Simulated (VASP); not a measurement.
# KScS2: single point with PBEsol

KScS2:

```
K S Sc
1.0
     3.97982    0.00000    0.00000
     0.00000    3.97982    0.00000
     0.00000    0.00000    5.41692
K S Sc
1 2 1
Direct
  0.00000 0.00000 0.00000
  0.00000 0.00000 0.50000
  0.50000 0.50000 0.00000
  0.50000 0.50000 0.50000
```

* Program: VASP 6.6.1
* Task: single point
* Functional: PBEsol
* Potentials or basis: VASP PAW PBE potentials, release 64 (K_sv, S, Sc_sv)
* Cutoff: 520 eV
* k mesh: 6 × 6 × 4
* Occupations: fermi-dirac, width 0.03 eV
* Spin: no spin polarisation

The pressure is 0.3 GPa and the band gap on the k mesh is zero (bands 16 and 17 overlap by 0.02 eV).

Stress tensor (GPa, compression positive):
```
0.21 0.00 0.00
0.00 0.21 0.00
0.00 0.00 0.36
```

Levels at points of the mesh, in eV from the Fermi level:
```csv
k point,band 13,band 14,band 15,band 16,band 17,band 18,band 19,band 20
"(0.00, 0.00, 0.00)",-1.89,-0.34,-0.02,0.04,0.04,1.16,1.41,1.41
"(0.50, 0.00, 0.00)",-2.05,-2.02,-1.50,-0.87,1.62,1.86,2.04,2.29
"(0.50, 0.50, 0.00)",-1.57,-0.74,-0.53,-0.53,0.52,0.52,1.87,2.09
"(0.00, 0.00, 0.50)",-1.94,-1.94,-0.49,-0.49,0.06,1.18,2.08,2.35
"(0.50, 0.00, 0.50)",-2.83,-2.49,-1.20,-1.12,1.90,2.31,2.41,3.76
"(0.50, 0.50, 0.50)",-2.79,-1.91,-1.32,-1.32,2.00,2.00,2.12,2.15
```

Wall time 26 s on 1 thread of Intel(R) Xeon(R) 6975P-C (Granite Rapids) (shared host), peak memory 0.21 GiB.

Caveat: the PAW data sets were made with another functional, which shifts forces and pressure a little.
